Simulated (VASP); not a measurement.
Runs of VASP 6.6.1 on Al2Ru. The structure is that of space group I4/mmm (No. 139), or close to it. The cells are those of the table. 

```csv
fixed moment (μB),cell,pressure (GPa),moment (μB),largest force (eV/Å)
0.1875,"a = 4.474 Å, angles 141.7, 141.7, 55.3°, 3 atoms",49.7,0.19,0.71
0.375,"a = 4.619 Å, angles 141.7, 141.7, 55.3°, 3 atoms",20.0,0.38,0.17
1.5,"a = 4.619 Å, angles 141.7, 141.7, 55.3°, 3 atoms",(b),1.50,0.15
0.5625,"a = 4.619 Å, angles 141.7, 141.7, 55.3°, 3 atoms",20.6,0.56,0.12
0.75,"a = 4.619 Å, angles 141.7, 141.7, 55.3°, 3 atoms",21.4,0.75,0.10
0.375,"a = 4.320 Å, angles 141.7, 141.7, 55.3°, 3 atoms",(a),0.38,1.31
```

Alike in all rows: task single point; level PBEsol; potentials or basis VASP PAW PBE potentials, release 64 (Al, Ru_pv); spin collinear, ferromagnetic start; k mesh 20 × 20 × 20; cutoff (eV) 520; smearing gaussian 0.15 eV.

Q: Estimate the missing entries.

A: (a) 97.9; (b) 26.6.

Caveats: the PAW data sets were made with another functional, which shifts forces and pressure a little; the total moment is fixed, so each spin has its own Fermi level and the state may be an excited one; the cell stands under pressure (at least some runs); the stress differs along the axes, from 22 to 29 GPa (at least some runs).
